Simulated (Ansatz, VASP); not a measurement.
# HgTe: VASP beside Ansatz

```xyz
2
Lattice="0.0000 3.1929 3.1929 3.1929 0.0000 3.1929 3.1929 3.1929 0.0000" Properties=species:S:1:pos:R:3 pbc="T T T"
Hg    0.0000    0.0000    0.0000
Te    4.7894    4.7894    4.7894
```

Alike in both runs: task single point; functional r2SCAN; k mesh 7 × 7 × 7; occupations fermi-dirac, width 0.05 eV; no spin polarisation.

|  | VASP | Ansatz |
| --- | --- | --- |
| version | VASP 6.6.1 | Ansatz 0.2.0 |
| potentials or method | VASP PAW PBE potentials, release 64 (Hg, Te) | Ansatz PAW |
| plane-wave cutoff (eV) | 520 | 500 |
| valence electrons in the cell | 18 | 36 |

```csv
,VASP,Ansatz,Ansatz less VASP
gap on the k mesh at the Fermi level (eV),none,none,-
pressure (GPa),4.5,4.4,-0.09
```

VASP's potentials were made for PBE, not for r2SCAN. A gap of «none» marks a metal or a gap that the smearing closes. VASP's potentials hold 18 valence electrons a cell and Ansatz's 36, so a difference there can come from the potentials and not from the codes.

Neither program's run includes spin-orbit coupling.
